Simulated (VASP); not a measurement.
A run of VASP 6.6.1 is set up as follows.

File INCAR:

```
  PREC = Accurate
  ENCUT = 520
  EDIFF = 1E-6
  ISMEAR = 0
  SIGMA = 0.15
  LREAL = F
  LASPH = T
  NELM = 100
  ALGO = Normal
  ISIF = 2
  LWAVE = F
  LCHARG = F
  GGA = PE
  NBANDS = 39
```

File KPOINTS:

```
Automatic mesh
0
Gamma
  3 3 3
```

File POSCAR:

```
Bi2Te2O3
1.0
    2.9383650099      1.6964658276      5.1615143321
   -2.9383650099      1.6964658276      5.1615143321
    0.0000000000     -3.3929316607      5.1615143303
Bi Te O
2 2 3
Direct
    0.2481345415      0.2481345415      0.2481345415
    0.7518654585      0.7518654585      0.7518654585
    0.5000000000      0.5000000000      0.5000000000
    0.0000000000      0.0000000000      0.0000000000
    0.0000000000      0.5000000000      0.5000000000
    0.5000000000      0.0000000000      0.5000000000
    0.5000000000      0.5000000000      0.0000000000
```

Potentials or basis: VASP PAW PBE potentials, release 64 (Bi_d, Te, O).

The run is started by

```bash
$ cat potpaw_PBE.64/Bi_d/POTCAR potpaw_PBE.64/Te/POTCAR potpaw_PBE.64/O/POTCAR > POTCAR
$ mpirun -np 1 vasp_std > vasp.out
```

(1) Estimate the pressure.

(2) Predict the band gap on the k mesh.

(3) Predict the largest force.

## Answers

(1) 0.3 GPa.

(2) zero (filled and empty bands touch).

(3) 0.033 eV/Å.

Caveat: the k points lie up to 0.43 Å⁻¹ apart; spin-orbit coupling is left out, which moves the levels of the heavy elements.
